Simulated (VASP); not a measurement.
# TiGeSb (P4/nmm) in VASP: single point with LDA

Aim: the single point of TiGeSb with LDA.

Everything below comes from runs of VASP 6.6.1. Logs are shortened: lines on timing, memory, paths and dates and some standing lists are left out, and cuts for length are marked.

## (1) The cell of the first run

Symmetry: P4/nmm, No. 129, tetragonal system. The conventional cell has a = 3.702 Å, b = 3.702 Å, c = 8.214 Å, α = 90.00°, β = 90.00°, γ = 90.00°. Ti (site symmetry 4mm) has 4 Ge at 2.76 Å and 5 Sb at 2.85 to 3.01 Å within 3.6 Å. Within 3.5 Å of Ge (site symmetry -4m2) lie 4 Ge at 2.62 Å and 4 Ti at 2.76 Å. Sb (site symmetry 4mm) has 5 Ti at 2.85 to 3.01 Å and 4 Sb at 3.23 Å and 4 Ge at 3.66 Å within 3.7 Å.

## (2) Single point, LDA

Contents of INCAR:

```
  ALGO = Normal
  EDIFF = 1E-7
  ENCUT = 520
  ISIF = 2
  ISMEAR = 0
  LASPH = True
  LCHARG = False
  LREAL = False
  LWAVE = False
  NBANDS = 40
  NELM = 100
  PREC = Accurate
  SIGMA = 0.1
```

Contents of KPOINTS:

```
k-points
0
Gamma
  6 6 3
```

Contents of POSCAR:

```
TiGeSb
1.0
    3.7022000000      0.0000000000      0.0000000000
    0.0000000000      3.7022000000      0.0000000000
    0.0000000000      0.0000000000      8.2137000000
Ti Ge Sb
2 2 2
Direct
    0.5000000000      0.0000000000      0.2487500000
    0.0000000000      0.5000000000      0.7512500000
    0.0000000000      0.0000000000      0.0000000000
    0.5000000000      0.5000000000      0.0000000000
    0.5000000000      0.0000000000      0.6155600000
    0.0000000000      0.5000000000      0.3844400000
```

Potentials or basis: VASP PAW LDA potentials, release 64 (Ti_sv, Ge_d, Sb).

Run with:

```console
> cat potpaw_LDA.64/Ti_sv/POTCAR potpaw_LDA.64/Ge_d/POTCAR potpaw_LDA.64/Sb/POTCAR > POTCAR
> mpirun -np 1 vasp_std > vasp.out
```

OUTCAR:

```text
EDIFF = 1E-7
   ENCUT = 520
   ISIF = 2
   ISMEAR = 0
   LASPH = True
   LREAL = False
   NELM = 100
   PREC = Accurate

 ion  position               nearest neighbor table
   1  0.500  0.000  0.249-   3 2.76   4 2.76   4 2.76   3 2.76   6 2.85   6 2.85   6 2.85   6 2.85
                             5 3.01
   2  0.000  0.500  0.751-   3 2.76   4 2.76   3 2.76   4 2.76   5 2.85   5 2.85   5 2.85   5 2.85
                             6 3.01
   3  0.000  0.000  0.000-   4 2.62   4 2.62   4 2.62   4 2.62   2 2.76   1 2.76   1 2.76   2 2.76

   4  0.500  0.500  0.000-   3 2.62   3 2.62   3 2.62   3 2.62   2 2.76   2 2.76   1 2.76   1 2.76

   5  0.500  0.000  0.616-   2 2.85   2 2.85   2 2.85   2 2.85   1 3.01   6 3.23   6 3.23   6 3.23
                             6 3.23
   6  0.000  0.500  0.384-   1 2.85   1 2.85   1 2.85   1 2.85   2 3.01   5 3.23   5 3.23   5 3.23
                             5 3.23

  LATTYP: Found a simple tetragonal cell.
 ALAT       =     3.7022000000
 C/A-ratio  =     2.2185997515

  Lattice vectors:

 A1 = (   3.7022000000,   0.0000000000,   0.0000000000)
 A2 = (   0.0000000000,   3.7022000000,   0.0000000000)
 A3 = (   0.0000000000,   0.0000000000,   8.2137000000)

Analysis of symmetry for initial positions (statically):
=====================================================================
 Subroutine PRICEL returns:
 Original cell was already a primitive cell.

 Routine SETGRP: Setting up the symmetry group for a
 simple tetragonal supercell.

 Subroutine GETGRP returns: Found 16 space group operations
 (whereof  8 operations were pure point group operations)
 out of a pool of 16 trial point group operations.

The static configuration has the point symmetry D_2d.
 The point group associated with its full space group is D_4h.

Analysis of symmetry for dynamics (positions and initial velocities):
=====================================================================
 Subroutine PRICEL returns:
 Original cell was already a primitive cell.

 Routine SETGRP: Setting up the symmetry group for a
 simple tetragonal supercell.

 Subroutine GETGRP returns: Found 16 space group operations
 (whereof  8 operations were pure point group operations)
 out of a pool of 16 trial point group operations.

The dynamic configuration has the point symmetry D_2d.
 The point group associated with its full space group is D_4h.

 Subroutine INISYM returns: Found 16 space group operations
 (whereof  8 operations are pure point group operations),
 and found     1 'primitive' translations

----------------------------------------------------------------------------------------

                                     Primitive cell

  volume of cell :     112.5793

  direct lattice vectors                    reciprocal lattice vectors
     3.702200000  0.000000000  0.000000000     0.270109665  0.000000000  0.000000000
     0.000000000  3.702200000  0.000000000     0.000000000  0.270109665  0.000000000
     0.000000000  0.000000000  8.213700000     0.000000000  0.000000000  0.121747812

  length of vectors
     3.702200000  3.702200000  8.213700000     0.270109665  0.270109665  0.121747812

  position of ions in fractional coordinates (direct lattice)
     0.500000000  0.000000000  0.248750000
     0.000000000  0.500000000  0.751250000
     0.000000000  0.000000000  0.000000000
     0.500000000  0.500000000  0.000000000
     0.500000000  0.000000000  0.615560000
     0.000000000  0.500000000  0.384440000

  ion indices of the primitive-cell ions
   primitive index   ion index
                 1           1
                 2           2
                 3           3
                 4           4
                 5           5
                 6           6

----------------------------------------------------------------------------------------

 KPOINTS: k-points

Automatic generation of k-mesh.
 Grid dimensions read from file:
 generate k-points for:    6    6    3

 Generating k-lattice:

  Cartesian coordinates                     Fractional coordinates (reciprocal lattice)
     0.045018277  0.000000000  0.000000000     0.166666667  0.000000000  0.000000000
     0.000000000  0.045018277  0.000000000     0.000000000  0.166666667  0.000000000
     0.000000000  0.000000000  0.040582604     0.000000000  0.000000000  0.333333333

  Length of vectors
     0.045018277  0.045018277  0.040582604

  Shift w.r.t. Gamma in fractional coordinates (k-lattice)
     0.000000000  0.000000000  0.000000000

 Subroutine IBZKPT returns following result:
 ===========================================

 Found     20 irreducible k-points:

 Following reciprocal coordinates:
            Coordinates               Weight
  0.000000  0.000000  0.000000      1.000000
  0.166667  0.000000  0.000000      4.000000
  0.333333  0.000000  0.000000      4.000000
  0.500000  0.000000  0.000000      2.000000
  0.166667  0.166667  0.000000      4.000000
  0.333333  0.166667  0.000000      8.000000
[... 12 lines left out ...]
  0.500000  0.333333  0.333333      8.000000
  0.500000  0.500000  0.333333      2.000000
   k-points           NKPTS =     20   k-points in BZ     NKDIM =     20   number of bands    NBANDS=     40
   number of dos      NEDOS =    301   number of ions     NIONS =      6
   total plane-waves  NPLWV =  50176
   dimension x,y,z NGX =    28 NGY =   28 NGZ =   64
   dimension x,y,z NGXF=    56 NGYF=   56 NGZF=  128
   ions per type =               2   2   2
   NGX,Y,Z   is equivalent  to a cutoff of  12.57, 12.57, 12.95 a.u.
   NGXF,Y,Z  is equivalent  to a cutoff of  25.15, 25.15, 25.91 a.u.
 SYSTEM =  unknown system
   PREC   = accura    normal or accurate (medium, high low for compatibility)
   ISTART =      0    job   : 0-new  1-cont  2-samecut
   ICHARG =      2    charge: 1-file 2-atom 10-const
   ISPIN  =      1    spin polarized calculation?
   LNONCOLLINEAR =      F non collinear calculations
   LSORBIT =      F    spin-orbit coupling
   LASPH  =      T    aspherical Exc in radial PAW
   ENCUT  =  520.0 eV  38.22 Ry    6.18 a.u.   6.88  6.88 15.27*2*pi/ulx,y,z
   NELM   =    100;   NELMIN=  2; NELMDL= -5     # of ELM steps
   EDIFF  = 0.1E-06   stopping-criterion for ELM
   LREAL  =      F    real-space projection
   EDIFFG = 0.1E-05   stopping-criterion for IOM
   NSW    =      0    number of steps for IOM
   IBRION =     -1    ionic relax: 0-MD 1-quasi-New 2-CG
   NFREE  =      0    steps in history (QN), initial steepest desc. (CG)
   ISIF   =      2    stress and relaxation
   ISYM   =      2    0-nonsym 1-usesym 2-fastsym
   POTIM  = 0.5000    time-step for ionic-motion
   TEBEG  =    0.0;   TEEND  =   0.0 temperature during run
   PSTRESS=    0.0 pullay stress
   NELECT =      62.0000    total number of electrons
   NUPDOWN=      -1.0000    fix difference up-down
   EMIN   =  10.00;   EMAX   =-10.00  energy-range for DOS
   EFERMI =   0.00;   METHOD = LEGACY
   ISMEAR =     0;   SIGMA  =   0.10  broadening in eV -4-tet -1-fermi 0-gaus
   EFERMI_NEDOS =   21; number of points for ismear=-14 and -15
   IALGO  =     38    algorithm
   IMIX   =      4    mixing-type and parameters
     AMIX     =   0.40;   BMIX     =  1.00
     AMIX_MAG =   1.60;   BMIX_MAG =  1.00
  volume/ion in A,a.u.               =      18.76       126.62
  Fermi-wavevector in a.u.,A,eV,Ry     =   1.341897  2.535818 24.499843  1.800688
  Thomas-Fermi vector in A             =   2.470094
   LORBIT       =      0    0 simple, 1 ext, 2 COOP (PROOUT), +10 PAW based schemes
   GGA     = CA    functional components
   LHFCALC =     F    Hartree Fock is set to
   AEXX    =    0.0000 exact exchange contribution
   IVDW    =     0    specifies the selected vdW correction
   LEPSILON=     F    determine dielectric tensor
   LRPA    =     F    only Hartree local field effects (RPA)
 non-spin polarized calculation
 Gauss-broadening in eV      SIGMA  =   0.10
  energy-cutoff  :      520.00
  volume of cell :      112.58
 maximum number of plane-waves:      3055
 NGX is ok and might be reduce to    28
   NGX = 13   NGY = 13   NGZ = 31

 number of electron      62.0000005 magnetization

 Free energy of the ion-electron system (eV)
  ---------------------------------------------------
  ext. energy  EPLUGINS =         0.00000000
  ---------------------------------------------------
  free energy    TOTEN  =       -40.24076827 eV

  energy without entropy =      -40.23344141  energy(sigma->0) =      -40.23710484

 E-fermi :   8.7794     XC(G=0): -11.6416

 val. band max:        8.7563325888   @ k =   0.1667   0.1667   0.0000
 cond. band min:       8.9003947746   @ k =   0.1667   0.0000   0.0000
 fundamental gap:      0.1440621858
 Fermi energy:         8.7793731226

 k-point     1 :       0.0000    0.0000    0.0000
  band No.  band energies     occupation
      1     -47.3270      2.00000
      2     -47.3268      2.00000
      3     -23.9943      2.00000
      4     -23.9943      2.00000
      5     -23.9939      2.00000
      6     -23.9939      2.00000
[... 32 lines left out ...]
     39      12.0117      0.00000
     40      12.2751      0.00000

 k-point     2 :       0.1667    0.0000    0.0000
  band No.  band energies     occupation
      1     -47.3264      2.00000
      2     -47.3262      2.00000
      3     -24.0041      2.00000
      4     -24.0038      2.00000
      5     -23.9931      2.00000
      6     -23.9928      2.00000
[... 32 lines left out ...]
     39      12.2707      0.00000
     40      12.2871      0.00000

 k-point     3 :       0.3333    0.0000    0.0000
  band No.  band energies     occupation
      1     -47.3253      2.00000
      2     -47.3252      2.00000
      3     -24.0235      2.00000
      4     -24.0234      2.00000
      5     -23.9908      2.00000
      6     -23.9906      2.00000
[... 681 lines left out ...]
  band No.  band energies     occupation
      1     -47.3231      2.00000
      2     -47.3231      2.00000
      3     -24.0283      2.00000
      4     -24.0283      2.00000
      5     -24.0174      2.00000
      6     -24.0174      2.00000
[... 32 lines left out ...]
     39      12.3831      0.00000
     40      12.3831      0.00000

 k-point    20 :       0.5000    0.5000    0.3333
  band No.  band energies     occupation
      1     -47.3226      2.00000
      2     -47.3226      2.00000
      3     -24.0272      2.00000
      4     -24.0272      2.00000
      5     -24.0260      2.00000
      6     -24.0260      2.00000
[... 32 lines left out ...]
     39      11.7328      0.00000
     40      11.7328      0.00000

------------------------ aborting loop because EDIFF is reached ----------------------------------------

  FORCE on cell =-STRESS in cart. coord.  units (eV):
  Direction    XX          YY          ZZ          XY          YZ          ZX
  --------------------------------------------------------------------------------------
  -------------------------------------------------------------------------------------
  Total       -3.5438011     -3.5438011     -3.5724112      0.0000000      0.0000000      0.0000000
  in kB      -50.4337576    -50.4337576    -50.8409244      0.0000000      0.0000000      0.0000000
  external PRESSURE =     -50.5694799 kB  Pullay stress =       0.0000000 kB

 VOLUME and BASIS-vectors are now :
 -----------------------------------------------------------------------------
  energy-cutoff  :      520.00
  volume of cell :      112.58
      direct lattice vectors                 reciprocal lattice vectors
     3.702200000  0.000000000  0.000000000     0.270109665  0.000000000  0.000000000
     0.000000000  3.702200000  0.000000000     0.000000000  0.270109665  0.000000000
     0.000000000  0.000000000  8.213700000     0.000000000  0.000000000  0.121747812

 POSITION                                       TOTAL-FORCE (eV/Angst)
 -----------------------------------------------------------------------------------
      1.85110      0.00000      2.04316        -0.000000      0.000000     -0.138021
      0.00000      1.85110      6.17054        -0.000000     -0.000000      0.138021
      0.00000      0.00000      0.00000         0.000000     -0.000000     -0.000000
      1.85110      1.85110      0.00000        -0.000000      0.000000     -0.000000
      1.85110      0.00000      5.05603        -0.000000     -0.000000      0.090044
      0.00000      1.85110      3.15767         0.000000      0.000000     -0.090044
 -----------------------------------------------------------------------------------
    total drift:                                0.000000      0.000000      0.000000

  FREE ENERGIE OF THE ION-ELECTRON SYSTEM (eV)
  ---------------------------------------------------
  free  energy   TOTEN  =       -40.2407682723 eV

  energy  without entropy=      -40.2334414129  energy(sigma->0) =      -40.23710484
```

It took 3.5 min on 1 thread of Intel Xeon 6975P-C, shared host; peak memory 0.23 GiB.

What came out:

| Property | Result |
| --- | --- |
| Free energy | -40.2408 eV |
| Pressure | -5.1 GPa |
| Largest force | 0.138 eV/Å |
| Band gap on the k mesh | zero (band 31 reaches 9.60 eV, above the bottom of band 32 at 7.31 eV) |

Forces in eV/Å, atoms in the order of the input:
```
Ti   0.000  0.000 -0.138
Ti   0.000  0.000  0.138
Ge   0.000  0.000  0.000
Ge   0.000  0.000  0.000
Sb   0.000  0.000  0.090
Sb   0.000  0.000 -0.090
```

Caveat: spin-orbit coupling is left out, which moves the levels of the heavy elements.
